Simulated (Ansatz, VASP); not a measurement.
# AgRh2 in VASP and in Ansatz

```
Ag Rh
1.0
     4.43077    0.00000    0.00000
    -2.21538    3.83716    0.00000
     0.00000    0.00000    2.74626
Ag Rh
1 2
Cartesian
  0.0000 0.0000 0.0000
  0.0000 2.5581 1.3731
  2.2154 1.2791 1.3731
```

Alike in both runs: task relaxation of cell and atoms; functional PBE; k mesh 12 × 12 × 16; occupations gaussian, width 0.1 eV; no spin polarisation.

```csv
,VASP,Ansatz
version,VASP 6.6.1,Ansatz 0.2.0
potentials or method,"VASP PAW PBE potentials, release 64 (Ag, Rh_pv), cutoff 600 eV","scalar-relativistic, plane waves, PAW"
valence electrons in the cell,41,53
```

```csv
,VASP,Ansatz,Ansatz less VASP
"gap on the k mesh at the Fermi level, each at its own relaxed structure (eV)",none,none,-
relaxed volume (Å³/atom),15.50,15.52,+0.014
relaxed length of the cell vector where the two differ most in proportion (Å),2.708,2.710,+0.0019
```

A gap of «none» marks a metal or a gap that the smearing closes. VASP's potentials hold 41 valence electrons a cell and Ansatz's 53, so a difference there can come from the potentials and not from the codes.
